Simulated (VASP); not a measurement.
Crystal: Rh.

```
Rh
1.0
     2.76692    0.00000    0.00000
    -1.38346    2.39622    0.00000
     0.00000    0.00000    4.48677
Rh
2
Direct
  0.33333 0.66667 0.25000
  0.66667 0.33333 0.75000
```

Base run:

| Property | Result |
| --- | --- |
| Program | VASP 6.6.1 |
| Functional | r2SCAN |
| Potentials or basis | VASP PAW PBE potentials, release 64 (Rh_pv) |
| Cutoff | 520 eV |
| k mesh | 11 × 11 × 6 |
| Occupations | fermi-dirac, width 0.05 eV |
| Spin | no spin polarisation |

Its results: band gap on the k mesh zero (band 15 reaches 10.98 eV, above the bottom of band 16 at 8.84 eV); pressure -16.9 GPa.

Question: After a change of settings the same cell gave: band gap on the k mesh zero (band 15 reaches 10.99 eV, above the bottom of band 16 at 8.91 eV); pressure -21.3 GPa. Which change was it?
A. functional from r2SCAN to PBEsol; further incar settings from ALGO = Normal; EDIFF = 1e-06; NBANDS = 22 to ALGO = Fast; EDIFF = 1e-06; NBANDS = 22
B. functional from r2SCAN to PBE
C. functional from r2SCAN to LDA; potentials or basis from VASP PAW PBE potentials, release 64 (Rh_pv) to VASP PAW LDA potentials, release 64 (Rh_pv)

Answer: A.

Caveats: the PAW data sets were made with another functional, which shifts forces and pressure a little.
